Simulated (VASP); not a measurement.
# Co (P6_3/mmc) in VASP: further runs, part 2 of 2

VASP 6.6.1. The steps go on from the part before.

## (3) Single point, PBE

Contents of INCAR:

```
  PREC = Accurate
  ENCUT = 520
  EDIFF = 1E-7
  ISMEAR = -1
  SIGMA = 0.1
  LREAL = F
  LASPH = T
  NELM = 100
  ALGO = Normal
  ISIF = 2
  LWAVE = F
  LCHARG = F
  GGA = PE
  NBANDS = 16
```

Contents of KPOINTS:

```
regular mesh
0
Gamma
  15 15 8
```

Contents of POSCAR:

```
Co
1.0
    2.4583936733      0.0000000000      0.0000000000
   -1.2291968366      2.1290313736      0.0000000000
    0.0000000000      0.0000000000      3.9606917934
Co
2
Direct
    0.3333333333      0.6666666667      0.2500000000
    0.6666666667      0.3333333333      0.7500000000
```

Potentials or basis: VASP PAW PBE potentials, release 64 (Co).

On the command line:

```
> cat potpaw_PBE.64/Co/POTCAR > POTCAR
> mpirun -np 1 vasp_std > vasp.out
```

OUTCAR:

```text
PREC = Accurate
   ENCUT = 520
   EDIFF = 1E-7
   ISMEAR = -1
   LREAL = F
   LASPH = T
   NELM = 100
   ISIF = 2
   GGA = PE

 ion  position               nearest neighbor table
   1  0.333  0.667  0.250-   2 2.44   2 2.44   2 2.44   2 2.44   2 2.44   2 2.44
   2  0.667  0.333  0.750-   1 2.44   1 2.44   1 2.44   1 2.44   1 2.44   1 2.44

  LATTYP: Found a hexagonal cell.
 ALAT       =     2.4583936733
 C/A-ratio  =     1.6110893208

  Lattice vectors:

 A1 = (   2.4583936733,   0.0000000000,   0.0000000000)
 A2 = (  -1.2291968366,   2.1290313736,   0.0000000000)
 A3 = (   0.0000000000,   0.0000000000,   3.9606917934)

Analysis of symmetry for initial positions (statically):
=====================================================================
 Subroutine PRICEL returns:
 Original cell was already a primitive cell.

 Routine SETGRP: Setting up the symmetry group for a
 hexagonal supercell.

 Subroutine GETGRP returns: Found 24 space group operations
 (whereof 12 operations were pure point group operations)
 out of a pool of 24 trial point group operations.

The static configuration has the point symmetry D_3d.
 The point group associated with its full space group is D_6h.

Analysis of symmetry for dynamics (positions and initial velocities):
=====================================================================
 Subroutine PRICEL returns:
 Original cell was already a primitive cell.

 Routine SETGRP: Setting up the symmetry group for a
 hexagonal supercell.

 Subroutine GETGRP returns: Found 24 space group operations
 (whereof 12 operations were pure point group operations)
 out of a pool of 24 trial point group operations.

The dynamic configuration has the point symmetry D_3d.
 The point group associated with its full space group is D_6h.

[... 106 lines left out ...]
   POTIM  = 0.5000    time-step for ionic-motion
   TEBEG  =    0.0;   TEEND  =   0.0 temperature during run
   PSTRESS=    0.0 pullay stress
   NELECT =      18.0000    total number of electrons
   NUPDOWN=      -1.0000    fix difference up-down
   EMIN   =  10.00;   EMAX   =-10.00  energy-range for DOS
   EFERMI =   0.00;   METHOD = LEGACY
   ISMEAR =    -1;   SIGMA  =   0.10  broadening in eV -4-tet -1-fermi 0-gaus
   EFERMI_NEDOS =   21; number of points for ismear=-14 and -15
   IALGO  =     38    algorithm
   IMIX   =      4    mixing-type and parameters
     AMIX     =   0.40;   BMIX     =  1.00
     AMIX_MAG =   1.60;   BMIX_MAG =  1.00
  volume/ion in A,a.u.               =      10.37        69.95
  Fermi-wavevector in a.u.,A,eV,Ry     =   1.561819  2.951411 33.188418  2.439280
  Thomas-Fermi vector in A             =   2.664829
   LORBIT       =      0    0 simple, 1 ext, 2 COOP (PROOUT), +10 PAW based schemes
   GGA     = PE    functional components
   LHFCALC =     F    Hartree Fock is set to
   AEXX    =    0.0000 exact exchange contribution
   IVDW    =     0    specifies the selected vdW correction
   LEPSILON=     F    determine dielectric tensor
   LRPA    =     F    only Hartree local field effects (RPA)
 non-spin polarized calculation
  energy-cutoff  :      520.00
  volume of cell :       20.73
 maximum number of plane-waves:       578
   NGX =  9   NGY =  9   NGZ = 15

 number of electron      17.9999975 magnetization

 Free energy of the ion-electron system (eV)
  ---------------------------------------------------
  ext. energy  EPLUGINS =         0.00000000
  ---------------------------------------------------
  free energy    TOTEN  =       -13.73129289 eV

  energy without entropy =      -13.55267435  energy(sigma->0) =      -13.64198362

 E-fermi :  10.8500     XC(G=0): -13.6925

 val. band max:       10.8496558541   @ k =   0.4000   0.2000   0.0000
 cond. band min:      10.8504356994   @ k =   0.2000   0.2000   0.1250
 fundamental gap:      0.0007798453
 Fermi energy:        10.8500385052

 k-point     1 :       0.0000    0.0000    0.0000
  band No.  band energies     occupation
      1       1.7300      2.00000
      2       5.9910      2.00000
      3       8.9595      2.00000
      4       8.9806      2.00000
      5       8.9806      2.00000
      6       9.3453      2.00000
[... 433 lines left out ...]
      3       7.0123      2.00000
      4       7.9531      2.00000
      5       8.6075      2.00000
      6       8.8430      2.00000
[... 8 lines left out ...]
     15      22.8598      0.00000
     16      24.8232      0.00000

 [... further k-points ...]
[... 5 lines left out ...]
  --------------------------------------------------------------------------------------
  -------------------------------------------------------------------------------------
  Total       -0.1034986     -0.1034986     -0.1229367     -0.0000000     -0.0000000      0.0000000
  in kB       -7.9990877     -7.9990877     -9.5013991     -0.0000000     -0.0000000      0.0000000
  external PRESSURE =      -8.4998582 kB  Pullay stress =       0.0000000 kB

 VOLUME and BASIS-vectors are now :
 -----------------------------------------------------------------------------
  energy-cutoff  :      520.00
  volume of cell :       20.73
      direct lattice vectors                 reciprocal lattice vectors
     2.458393673  0.000000000  0.000000000     0.406769677  0.234848582  0.000000000
    -1.229196837  2.129031374  0.000000000     0.000000000  0.469697165  0.000000000
     0.000000000  0.000000000  3.960691793     0.000000000  0.000000000  0.252481145

 POSITION                                       TOTAL-FORCE (eV/Angst)
 -----------------------------------------------------------------------------------
     -0.00000      1.41935      0.99017         0.000000     -0.000000      0.000000
      1.22920      0.70968      2.97052         0.000000      0.000000      0.000000
 -----------------------------------------------------------------------------------
    total drift:                               -0.000000     -0.000000     -0.000000

  FREE ENERGIE OF THE ION-ELECTRON SYSTEM (eV)
  ---------------------------------------------------
  free  energy   TOTEN  =       -13.7312928904 eV

  energy  without entropy=      -13.5526743472  energy(sigma->0) =      -13.64198362
```

OSZICAR:

```text
N       E                     dE             d eps       ncg     rms          rms(c)
DAV:   1     0.760823720272E+02    0.76082E+02   -0.83960E+03  4384   0.155E+03
DAV:   2    -0.140192785464E+02   -0.90102E+02   -0.82625E+02  4368   0.239E+02
DAV:   3    -0.162532813058E+02   -0.22340E+01   -0.21824E+01  5376   0.523E+01
DAV:   4    -0.162893264135E+02   -0.36045E-01   -0.36034E-01  6024   0.506E+00
DAV:   5    -0.162895899354E+02   -0.26352E-03   -0.26352E-03  5440   0.425E-01    0.149E+01
DAV:   6    -0.141669213334E+02    0.21227E+01   -0.11135E+01  4608   0.714E+01    0.505E+00
DAV:   7    -0.137723153951E+02    0.39461E+00   -0.15928E+00  5048   0.252E+01    0.192E+00
DAV:   8    -0.137371319511E+02    0.35183E-01   -0.19474E-02  6888   0.243E+00    0.630E-01
DAV:   9    -0.137312721709E+02    0.58598E-02   -0.12242E-03  6496   0.434E-01    0.668E-02
DAV:  10    -0.137312905039E+02   -0.18333E-04   -0.78262E-05  5056   0.111E-01    0.356E-02
DAV:  11    -0.137312913952E+02   -0.89133E-06   -0.27358E-06  7288   0.264E-02    0.810E-03
DAV:  12    -0.137312926135E+02   -0.12183E-05   -0.25880E-07  4632   0.792E-03    0.245E-03
DAV:  13    -0.137312928144E+02   -0.20087E-06   -0.78722E-09  2680   0.107E-03    0.183E-04
DAV:  14    -0.137312928904E+02   -0.76045E-07   -0.23560E-09  2456   0.524E-04
   1 F= -.13731293E+02 E0= -.13641984E+02  d E =-.178619E+00
```

Wall time 58 s (1 thread of Intel Xeon 8259CL, shared host); peak memory 0.16 GiB.

Results:

```
Free energy            : -13.7313 eV
Pressure               : -0.8 GPa
Band gap on the k mesh : zero (band 9 reaches 11.23 eV, above the bottom of band 10 at 9.68 eV)
```

Levels at points of the mesh, in eV from the Fermi level:
```tsv
k point	band 7	band 8	band 9	band 10	band 11	band 12
(0.00, 0.00, 0.00)	-1.50	-1.13	-1.13	-0.03	0.11	0.11
(0.00, 0.00, 0.50)	-1.95	-1.95	-0.23	-0.23	-0.23	-0.23
```

Caveat: the run has no spin polarisation, though such a crystal can be magnetic. Spin polarisation is off, so any magnetic state and its effect on volume and gap are missing.

## (4) Single point, PBE

Contents of INCAR:

```
SYSTEM = Co
  PREC = Accurate
  ENCUT = 520
  EDIFF = 1E-6
  ISMEAR = -1
  SIGMA = 0.1
  LREAL = .False.
  LASPH = .True.
  NELM = 80
  ALGO = Normal
  ISIF = 2
  LWAVE = .False.
  LCHARG = .False.
  GGA = PE
  NBANDS = 16
```

Contents of KPOINTS:

```
Automatic mesh
0
Gamma
  15 15 8
  0 0 0
```

POSCAR is that of step 3.

On the command line:

```
> cat potpaw_PBE.64/Co/POTCAR > POTCAR
> mpirun -np 1 vasp_std > vasp.out
```

It took 56 s on 1 thread of Intel Xeon 8259CL, shared host; peak memory 0.16 GiB.

The run converged. Its results:

```
Free energy            : -13.7313 eV
Pressure               : -0.6 GPa
Band gap on the k mesh : zero (band 9 reaches 11.23 eV, above the bottom of band 10 at 9.68 eV)
```

Stress tensor (GPa, compression positive):
```
-0.51  0.00  0.00
 0.00 -0.51  0.00
 0.00  0.00 -0.67
```

Levels at points of the mesh, in eV from the Fermi level:
```
           k point  band 7  band 8  band 9  band 10  band 11  band 12
(0.00, 0.00, 0.00)   -1.50   -1.13   -1.13    -0.03     0.11     0.11
(0.00, 0.00, 0.50)   -1.95   -1.95   -0.23    -0.23    -0.23    -0.23
```

Caveat: the run has no spin polarisation, though such a crystal can be magnetic. Spin polarisation is off, so any magnetic state and its effect on volume and gap are missing.
